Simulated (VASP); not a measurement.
Set up this calculation in VASP 6.6.1, as the native input.

```yaml
Task: single point
Functional: LDA
Potentials_or_basis: VASP PAW LDA potentials, release 64 (Hf_pv, Zn)
Cutoff: 520 eV
k_mesh: 8 × 8 × 8
Occupations: fermi-dirac, width 0.1 eV
Spin: no spin polarisation
Dipole_correction: no
Further_INCAR_settings: ALGO = Normal; EDIFF = 1e-07; NBANDS = 18
```

The structure of HfZn lies in POSCAR:

```
HfZn
1.0
    3.2058622097      0.0000000000      0.0000000000
    0.0000000000      3.2058622097      0.0000000000
    0.0000000000      0.0000000000      3.2058622097
Hf Zn
1 1
Direct
    0.5000000000      0.5000000000      0.5000000000
    0.0000000000      0.0000000000      0.0000000000
```

One way to write it, as run:

INCAR

```
SYSTEM = HfZn
ALGO = Normal
EDIFF = 1E-7
ENCUT = 520
ISIF = 2
ISMEAR = -1
LASPH = .True.
LCHARG = .False.
LREAL = .False.
LWAVE = .False.
NBANDS = 18
NELM = 80
PREC = Accurate
SIGMA = 0.1
```

KPOINTS

```
k-points
0
Gamma
  8 8 8
  0 0 0
```

Potentials or basis: VASP PAW LDA potentials, release 64 (Hf_pv, Zn).

The run is started by

```sh
$ cat potpaw_LDA.64/Hf_pv/POTCAR potpaw_LDA.64/Zn/POTCAR > POTCAR
$ mpirun -np 1 vasp_std > vasp.out
```

It gave:

```
Pressure               : 2.3 GPa
Band gap on the k mesh : zero (band 11 reaches 4.92 eV, above the bottom of band 12 at 4.24 eV)
```

Caveat: spin-orbit coupling is left out, which moves the levels of the heavy elements.

Run time: 5.9 s on 1 thread of Intel(R) Xeon(R) 6975P-C (Granite Rapids) (shared host), peak memory 0.14 GiB.
